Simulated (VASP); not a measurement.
Here is a VASP 6.6.1 calculation.

INCAR

```
SYSTEM = ZnSe
PREC = Accurate ; ENCUT = 520
EDIFF = 1E-6 ; ISMEAR = 0
SIGMA = 0.01 ; LREAL = .FALSE.
LASPH = .TRUE. ; NELM = 100
ALGO = Normal ; ISIF = 2
LWAVE = .FALSE. ; LCHARG = .FALSE.
NBANDS = 16
```

KPOINTS

```
regular mesh
0
G
  8 8 8
  0 0 0
```

File POSCAR:

```
ZnSe
1.0
    2.7559218276      2.7559218276      0.0000000000
   -2.7559218276      2.7559218276      0.0000000000
    0.0000000000      2.7559218276      2.8004619783
Zn Se
1 1
Direct
    0.0000000000      0.0000000000      0.0000000000
    0.7500000000      0.2500000000      0.5000000000
```

Potentials or basis: VASP PAW LDA potentials, release 64 (Zn, Se).

Command:

```bash
$ cat potpaw_LDA.64/Zn/POTCAR potpaw_LDA.64/Se/POTCAR > POTCAR
$ mpirun -np 1 vasp_std > vasp.out
```

Question: Predict the band gap on the k mesh.

Answer: 1.33 eV, direct.

Question: What does it give for the pressure?

Answer: 1.4 GPa.

Stress tensor (GPa, compression positive):
```
1.64 0.00 0.00
0.00 1.64 0.00
0.00 0.00 1.01
```

Caveat: the cell differs from its parent crystal (in-plane strain -0.01).
